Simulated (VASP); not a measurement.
Wanted: the native input for a VASP 6.6.1 run.

| Property | Result |
| --- | --- |
| Task | single point |
| Functional | PBE |
| Potentials or basis | VASP PAW PBE potentials, release 64 (Li_sv, H) |
| Cutoff | 650 eV |
| k mesh | 6 × 6 × 1 |
| Occupations | gaussian, width 0.1 eV |
| Spin | no spin polarisation |
| Dipole correction | yes |
| Further INCAR settings | ALGO = Normal; EDIFF = 1e-06; NBANDS = 12; NELMDL = -8 |

The structure of LiH lies in POSCAR:

```
LiH
1.0
    2.8202420000      0.0000000000      0.0000000000
    0.0000000000      2.8202420000      0.0000000000
    0.0000000000      0.0000000000     17.0000000000
Li H
2 2
Direct
    0.5000000000      0.0000000000      0.4725492200
    0.0000000000      0.5000000000      0.5274507800
    0.5000000000      0.0000000000      0.5784858200
    0.0000000000      0.5000000000      0.4215141800
```

The cell was built from a structure type or drawn by symmetry, and may not be a known phase.

The input as run:

INCAR

```
SYSTEM = LiH
  PREC = Accurate
  ENCUT = 650
  EDIFF = 1E-6
  ISMEAR = 0
  SIGMA = 0.1
  LREAL = .False.
  LASPH = .True.
  NELM = 120
  ALGO = Normal
  ISIF = 2
  LWAVE = .False.
  LCHARG = .False.
  LDIPOL = .True.
  IDIPOL = 3
  DIPOL = 0.5 0.5 0.500
  GGA = PE
  NBANDS = 12
  GGA_COMPAT = .False.
  NELMDL = -8
```

KPOINTS

```
Automatic mesh
0
Gamma
  6 6 1
  0 0 0
```

Potentials or basis: VASP PAW PBE potentials, release 64 (Li_sv, H).

Command:

```sh
$ cat potpaw_PBE.64/Li_sv/POTCAR potpaw_PBE.64/H/POTCAR > POTCAR
$ mpirun -np 1 vasp_std > vasp.out
```

It gave:

* Largest force: 2.605 eV/Å
* Band gap on the k mesh: 1.98 eV

Wall time 24 s on 1 thread of Intel(R) Xeon(R) Platinum 8559C (Emerald Rapids), with other jobs on the host, peak memory 0.26 GiB.
